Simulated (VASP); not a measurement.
Input of a VASP 6.6.1 run:

INCAR

```
SYSTEM = Ta
PREC     = Accurate       ! precision mode
ENCUT    = 520            ! plane-wave cutoff, eV
EDIFF    = 1E-6           ! SCF threshold, eV
ISMEAR   = 0              ! smearing method
SIGMA    = 0.15           ! smearing width, eV
LREAL    = .False.        ! projectors in reciprocal space
LASPH    = .True.         ! aspherical terms in the spheres
NELM     = 100            ! most SCF steps
ALGO     = Fast           ! electronic algorithm
ISIF     = 2              ! what is computed and relaxed
LWAVE    = .False.        ! write WAVECAR
LCHARG   = .False.        ! write CHGCAR
GGA      = PE             ! functional
NBANDS   = 12             ! bands
```

KPOINTS

```
Automatic mesh
0
Gamma
  20 20 20
  0 0 0
```

POSCAR

```
Ta
1.0
   -1.6512800000      1.6512800000      1.7751260000
    1.6512800000     -1.6512800000      1.7751260000
    1.6512800000      1.6512800000     -1.7751260000
Ta
1
Direct
    0.0000000000      0.0000000000      0.0000000000
```

Potentials or basis: VASP PAW PBE potentials, release 64 (Ta_pv).

Launch:

```console
$ cat potpaw_PBE.64/Ta_pv/POTCAR > POTCAR
$ mpirun -np 1 vasp_std > vasp.out
```

(1) Predict the band gap on the k mesh.

(2) Estimate the pressure.

Answers

(1) zero (an odd number of electrons rules out a gap without spin polarisation).

(2) -9.6 GPa.

Caveat: the cell differs from its parent crystal (strain +0.0750 x Voigt [0, 0, 1, 0, 0, 0]); the cell stands under tension; spin-orbit coupling is left out, which moves the levels of the heavy elements.
